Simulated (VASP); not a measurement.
# BeS (F-43m) in VASP: further runs

The runs below take BeS through phonons, with r2SCAN.

Program: VASP 6.6.1. These are calculated values, not measurements. Logs are shortened: lines on timing, memory, paths and dates and some standing lists are left out, and cuts for length are marked.

### 1 The cell of the first run

Symmetry: F-43m, No. 216, cubic system. The conventional cell has a = 4.674 Å, b = 4.674 Å, c = 4.674 Å, α = 90.00°, β = 90.00°, γ = 90.00°. Be (site symmetry -43m) has 4 S at 2.02 Å within 2.7 Å. S (site symmetry -43m) has 4 Be at 2.02 Å within 2.7 Å.

### 2 Phonons, r2SCAN

Input file INCAR:

```
PREC = Accurate
ENCUT = 520
EDIFF = 1E-8
ISMEAR = 0
SIGMA = 0.01
LREAL = False
LASPH = True
NELM = 80
ALGO = Normal
ISIF = 2
LWAVE = False
LCHARG = True
METAGGA = R2SCAN
LMIXTAU = True
IBRION = 6
NFREE = 2
POTIM = 0.015
NSW = 1
```

Input file KPOINTS:

```
Automatic mesh
0
Gamma
  8 8 8
```

Input file POSCAR:

```
BeS
1.0
    2.3371294885      2.3371294885      0.0000000000
   -2.3371294885      2.3371294885      0.0000000000
    0.0000000000      2.3371294885      2.3371294885
Be S
1 1
Direct
    0.0000000000      0.0000000000      0.0000000000
    0.7500000000      0.2500000000      0.5000000000
```

Potentials or basis: VASP PAW PBE potentials, release 64 (Be, S).

Launch:

```sh
$ cat potpaw_PBE.64/Be/POTCAR potpaw_PBE.64/S/POTCAR > POTCAR
$ mpirun -np 1 vasp_std > vasp.out
```

OUTCAR:

```text
PREC = Accurate
   ENCUT = 520
   EDIFF = 1E-8
   ISMEAR = 0
   LREAL = False
   LASPH = True
   NELM = 80
   ISIF = 2
   METAGGA = R2SCAN
   IBRION = 6
   NFREE = 2
   POTIM = 0.015
   NSW = 1

 ion  position               nearest neighbor table
   1  0.000  0.000  0.000-   2 2.02   2 2.02   2 2.02   2 2.02
   2  0.750  0.250  0.500-   1 2.02   1 2.02   1 2.02   1 2.02

  LATTYP: Found a face centered cubic cell.
 ALAT       =     4.6742589770

  Lattice vectors:

 A1 = (   0.0000000000,   2.3371294885,   2.3371294885)
 A2 = (   2.3371294885,   0.0000000000,   2.3371294885)
 A3 = (   2.3371294885,   2.3371294885,   0.0000000000)

Analysis of symmetry for initial positions (statically):
=====================================================================
 Subroutine PRICEL returns:
 Original cell was already a primitive cell.

 Routine SETGRP: Setting up the symmetry group for a
 face centered cubic supercell.

 Subroutine GETGRP returns: Found 24 space group operations
 (whereof 24 operations were pure point group operations)
 out of a pool of 48 trial point group operations.

The static configuration has the point symmetry T_d .

Analysis of symmetry for dynamics (positions and initial velocities):
=====================================================================
 Subroutine PRICEL returns:
 Original cell was already a primitive cell.

 Routine SETGRP: Setting up the symmetry group for a
 face centered cubic supercell.

 Subroutine GETGRP returns: Found 24 space group operations
 (whereof 24 operations were pure point group operations)
 out of a pool of 48 trial point group operations.

The dynamic configuration has the point symmetry T_d .

 Subroutine INISYM returns: Found 24 space group operations
 (whereof 24 operations are pure point group operations),
 and found     1 'primitive' translations

----------------------------------------------------------------------------------------

                                     Primitive cell

  volume of cell :      25.5316

  direct lattice vectors                    reciprocal lattice vectors
     2.337129489  2.337129489  0.000000000     0.213937654  0.213937654 -0.213937654
    -2.337129489  2.337129489  0.000000000    -0.213937654  0.213937654 -0.213937654
     0.000000000  2.337129489  2.337129489     0.000000000  0.000000000  0.427875308

  length of vectors
     3.305200220  3.305200220  3.305200220     0.370550886  0.370550886  0.427875308

  position of ions in fractional coordinates (direct lattice)
     0.000000000  0.000000000  0.000000000
     0.750000000  0.250000000  0.500000000

  ion indices of the primitive-cell ions
   primitive index   ion index
                 1           1
                 2           2

----------------------------------------------------------------------------------------

 KPOINTS: Automatic mesh

Automatic generation of k-mesh.
 Grid dimensions read from file:
 generate k-points for:    8    8    8

 Generating k-lattice:

  Cartesian coordinates                     Fractional coordinates (reciprocal lattice)
[... 58 lines left out ...]
   ENCUT  =  520.0 eV  38.22 Ry    6.18 a.u.   6.15  6.15  6.15*2*pi/ulx,y,z
   NELM   =     80;   NELMIN=  2; NELMDL= -5     # of ELM steps
   EDIFF  = 0.1E-07   stopping-criterion for ELM
   LREAL  =      F    real-space projection
   EDIFFG = 0.1E-06   stopping-criterion for IOM
   NSW    =     61    number of steps for IOM
   IBRION =      6    ionic relax: 0-MD 1-quasi-New 2-CG
   NFREE  =      2    steps in history (QN), initial steepest desc. (CG)
   ISIF   =      2    stress and relaxation
   ISYM   =      2    0-nonsym 1-usesym 2-fastsym
   POTIM  = 0.0150    time-step for ionic-motion
   TEBEG  =    0.0;   TEEND  =   0.0 temperature during run
   PSTRESS=    0.0 pullay stress
   NELECT =       8.0000    total number of electrons
   NUPDOWN=      -1.0000    fix difference up-down
   EMIN   =  10.00;   EMAX   =-10.00  energy-range for DOS
   EFERMI =   0.00;   METHOD = LEGACY
   ISMEAR =     0;   SIGMA  =   0.01  broadening in eV -4-tet -1-fermi 0-gaus
   EFERMI_NEDOS =   21; number of points for ismear=-14 and -15
   IALGO  =     38    algorithm
   IMIX   =      4    mixing-type and parameters
     AMIX     =   0.40;   BMIX     =  1.00
     AMIX_MAG =   1.60;   BMIX_MAG =  1.00
  volume/ion in A,a.u.               =      12.77        86.15
  Fermi-wavevector in a.u.,A,eV,Ry     =   1.111933  2.101249 16.822183  1.236396
  Thomas-Fermi vector in A             =   2.248502
   LORBIT       =      0    0 simple, 1 ext, 2 COOP (PROOUT), +10 PAW based schemes
   METAGGA = R2SCAN    functional components
   LHFCALC =     F    Hartree Fock is set to
   AEXX    =    0.0000 exact exchange contribution
   IVDW    =     0    specifies the selected vdW correction
   LEPSILON=     F    determine dielectric tensor
   LRPA    =     F    only Hartree local field effects (RPA)
 finite differences with symmetry
 non-spin polarized calculation
 Gauss-broadening in eV      SIGMA  =   0.01
  energy-cutoff  :      520.00
  volume of cell :       25.53
 maximum number of plane-waves:       701
 NGX is ok and might be reduce to    28
   NGX = 13   NGY = 13   NGZ = 13

--------------------------------------- Ionic step        1  -------------------------------------------

 number of electron       7.9999999 magnetization

 Free energy of the ion-electron system (eV)
  ---------------------------------------------------
  ext. energy  EPLUGINS =         0.00000000
  ---------------------------------------------------
  free energy    TOTEN  =       -14.63891402 eV

  energy without entropy =      -14.63891402  energy(sigma->0) =      -14.63891402

------------------------ aborting loop because EDIFF is reached ----------------------------------------

  FORCE on cell =-STRESS in cart. coord.  units (eV):
  Direction    XX          YY          ZZ          XY          YZ          ZX
  --------------------------------------------------------------------------------------
  -------------------------------------------------------------------------------------
  Total        2.4278815      2.4278815      2.4278815     -0.0000000      0.0000000     -0.0000000
  in kB      152.3560624    152.3560624    152.3560624     -0.0000000      0.0000000     -0.0000000
  external PRESSURE =     152.3560624 kB  Pullay stress =       0.0000000 kB
[... 131 lines left out ...]
--------------------------------------- Ionic step        5  -------------------------------------------

 number of electron       8.0000000 magnetization

 Free energy of the ion-electron system (eV)
  ---------------------------------------------------
  ext. energy  EPLUGINS =         0.00000000
  ---------------------------------------------------
  free energy    TOTEN  =       -14.63764405 eV

  energy without entropy =      -14.63764405  energy(sigma->0) =      -14.63764405

 E-fermi :   5.3551     XC(G=0): -10.6746

 val. band max:        5.2501503876   @ k =   0.0000   0.0000   0.0000
 cond. band min:       8.4824998879   @ k =   0.0000  -1.0000  -0.5000
 fundamental gap:      3.2323495003
 Fermi energy:         5.3550555778

 k-point     1 :       0.0000    0.0000    0.0000
  band No.  band energies     occupation
      1      -9.9358      2.00000
      2       5.1308      2.00000
      3       5.1922      2.00000
      4       5.2502      2.00000
      5      11.3295      0.00000
      6      11.3476      0.00000
      7      11.3696      0.00000
      8      12.9235      0.00000
[... 243 lines left out ...]
 k-point    24 :       0.5000    0.2500    0.1250
  band No.  band energies     occupation
      1      -7.5751      2.00000
      2      -0.9556      2.00000
      3       1.9478      2.00000
      4       3.0191      2.00000
      5      11.7808      0.00000
      6      12.6239      0.00000
      7      15.5656      0.00000
      8      16.9304      0.00000

 [... further k-points ...]

------------------------ aborting loop because EDIFF is reached ----------------------------------------

  FORCE on cell =-STRESS in cart. coord.  units (eV):
  Direction    XX          YY          ZZ          XY          YZ          ZX
  --------------------------------------------------------------------------------------
  -------------------------------------------------------------------------------------
  Total        2.4284644      2.4313334      2.4313334      0.0000000     -0.1181568     -0.0000000
  in kB      152.3926447    152.5726829    152.5726829      0.0000000     -7.4146540     -0.0000000
  external PRESSURE =     152.5126702 kB  Pullay stress =       0.0000000 kB
[... 17 lines left out ...]
  FREE ENERGIE OF THE ION-ELECTRON SYSTEM (eV)
  ---------------------------------------------------
  free  energy   TOTEN  =       -14.6376440471 eV

  energy  without entropy=      -14.6376440471  energy(sigma->0) =      -14.63764405

 INTERNAL STRAIN TENSORS FROM DISPLACED ATOMS
 ============================================

 INTERNAL STRAIN TENSOR FOR ION    1 for displacements in x,y,z  (eV/Angst):
          X           Y           Z          XY          YZ          ZX
  --------------------------------------------------------------------------------
  x     0.00000     0.00000     0.00000     0.00000    -7.87936     0.00000
  y     0.00000     0.00000     0.00000     0.00000     0.00000    -7.87936
  z     0.00000     0.00000     0.00000    -7.87936     0.00000    -0.00000

 INTERNAL STRAIN TENSOR FOR ION    2 for displacements in x,y,z  (eV/Angst):
          X           Y           Z          XY          YZ          ZX
  --------------------------------------------------------------------------------
  x     0.00000    -0.00000    -0.00000     0.00000     7.87614     0.00000
  y    -0.00000     0.00000    -0.00000     0.00000     0.00000     7.87614
  z    -0.00000    -0.00000     0.00000     7.87614     0.00000    -0.00000

 Eigenvectors and eigenvalues of the dynamical matrix
 ----------------------------------------------------

   1 f  =   19.798800 THz   124.399531 2PiTHz  660.416891 cm-1    81.881222 meV
             X         Y         Z           dx          dy          dz
      0.000000  0.000000  0.000000     0.000000    0.883510    0.000000
      1.168565  3.505694  1.168565     0.000000   -0.468412    0.000000
[... 21 lines left out ...]
   6 f/i=    0.000085 THz     0.000532 2PiTHz    0.002827 cm-1     0.000350 meV
             X         Y         Z           dx          dy          dz
      0.000000  0.000000  0.000000     0.000000    0.000000   -0.468412
      1.168565  3.505694  1.168565     0.000000    0.000000   -0.883510

 ELASTIC MODULI CONTR FROM IONIC RELAXATION (kBar)
 Direction    XX          YY          ZZ          XY          YZ          ZX
 --------------------------------------------------------------------------------
 XX          -0.0000     -0.0000     -0.0000      0.0000     -0.0000      0.0000
 YY          -0.0000     -0.0000     -0.0000      0.0000      0.0000     -0.0000
 ZZ          -0.0000     -0.0000     -0.0000     -0.0000      0.0000      0.0000
 XY           0.0000      0.0000     -0.0000   -345.1147      0.0000      0.0000
 YZ          -0.0000      0.0000      0.0000      0.0000   -345.1147      0.0000
 ZX           0.0000     -0.0000      0.0000      0.0000      0.0000   -345.1147
 --------------------------------------------------------------------------------
```

Run time: 7.6 min. Hardware: 1 thread of Intel Xeon 8259CL, shared host; peak memory 0.19 GiB.

Results:

* Highest phonon frequency at Γ, LO-TO splitting left out: 660 cm⁻¹

Phonon frequencies in cm⁻¹ (negative: imaginary):
| q point | frequencies |
| --- | --- |
| (0.000, 0.000, 0.000) | 0 0 0 660 660 660 |

Caveat: the cell stands under pressure or tension, which shifts response properties; the PAW data sets were made with another functional, which shifts forces and pressure a little.

(Part 1 of 3 ends here.)
